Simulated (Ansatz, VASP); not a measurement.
# Two plane-wave programs on SnO2

The input INCAR:

```
ALGO = Normal
EDIFF = 1E-6
ENCUT = 520
GGA = PE
ISIF = 2
ISMEAR = 0
LASPH = T
LCHARG = F
LREAL = F
LWAVE = F
NBANDS = 35
NELM = 80
PREC = Accurate
SIGMA = 0.01
```

The input KPOINTS:

```
k-points
0
Gamma
  4 4 6
```

POSCAR

```
SnO2
1.0
    4.7786556625      0.0000000000      0.0000000000
    0.0000000000      4.7786556625      0.0000000000
    0.0000000000      0.0000000000      3.2054025499
Sn O
2 4
Direct
    0.0000000000      0.0000000000      0.0000000000
    0.5000000000      0.5000000000      0.5000000000
    0.3065852479      0.3065852479      0.0000000000
    0.1934147521      0.8065852479      0.5000000000
    0.8065852479      0.1934147521      0.5000000000
    0.6934147521      0.6934147521      0.0000000000
```

Input for Ansatz:

```yaml
crystal:
  lattice:
    - [4.7786556625, 0.0, 0.0]
    - [0.0, 4.7786556625, 0.0]
    - [0.0, 0.0, 3.2054025499]
  atoms:
    - { symbol: Sn, position: [0.0, 0.0, 0.0] }
    - { symbol: Sn, position: [0.5, 0.5, 0.5] }
    - { symbol: O, position: [0.3065852479, 0.3065852479, 0.0] }
    - { symbol: O, position: [0.1934147521, 0.8065852479, 0.5] }
    - { symbol: O, position: [0.8065852479, 0.1934147521, 0.5] }
    - { symbol: O, position: [0.6934147521, 0.6934147521, 0.0] }
kpoints:
  mp_grid: { grid: [4, 4, 6] }
hamiltonian:
  xc: pbe
scf:
  occupations: { method: fixed }
  n_extra_bands: 5
output:
  forces: true
  stress: true
  eigenvalues: true
```

Alike in both runs: task single point; functional PBE; k mesh 4 × 4 × 6; no spin polarisation.

|  | VASP | Ansatz |
| --- | --- | --- |
| version | VASP 6.6.1 | Ansatz 0.2.0 |
| potentials or method | VASP PAW PBE potentials, release 64 (Sn_d, O) | plane waves, PAW |
| plane-wave cutoff (eV) | 520 | 420 |
| occupations | gaussian, width 0.01 eV | fixed |
| valence electrons in the cell | 52 | 52 |

|  | VASP | Ansatz | Ansatz less VASP |
| --- | --- | --- | --- |
| gap on the k mesh at the Fermi level (eV) | 1.01 | 1.02 | +0.010 |
| pressure (GPa) | 6.6 | 5.9 | -0.68 |
| traceless stress, the component that is largest in VASP (GPa) | 1.41 | 1.20 | -0.218 |
| rms of the force components (eV/Å) | 0.061 | 0.053 | -0.0084 |

Atom by atom the forces differ by 0.008 eV/Å (rms over components).
